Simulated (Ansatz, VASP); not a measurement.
**One calculation of GaN, two programs**

```
CELL_PARAMETERS angstrom
0.00000 2.22770 2.22770
2.22770 0.00000 2.22770
2.22770 2.22770 0.00000
ATOMIC_POSITIONS crystal
Ga 0.00000 0.00000 0.00000
N 0.25000 0.25000 0.25000
```

Alike in both runs: functional LDA; k mesh 10 × 10 × 10; occupations gaussian, width 0.02 eV; no spin polarisation.

Ansatz relaxed the structure, and its values are those at the end. VASP's run is a single point on that final structure, the one shown.

|  | VASP | Ansatz |
| --- | --- | --- |
| version | VASP 6.6.1 | Ansatz 0.2.0 |
| potentials or method | VASP PAW LDA potentials, release 64 (Ga_d, N_h), cutoff 910 eV | scalar-relativistic, plane waves, PAW |
| valence electrons in the cell | 18 | 18 |

Ansatz gave:

| Item | Value |
| --- | --- |
| gap on the k mesh at the Fermi level (eV) | 1.96 |
| least direct gap on the mesh (eV) | 1.96 |

Task: What did VASP give for the same quantities?

Result: gap on the k mesh at the Fermi level (eV): 1.97; least direct gap on the mesh (eV): 1.97.

LDA's correlation is that of Perdew and Zunger in VASP and of Perdew and Wang (1992) in Ansatz.

Noted on VASP's run: the cutoff is short for stress, so the pressure is rough.
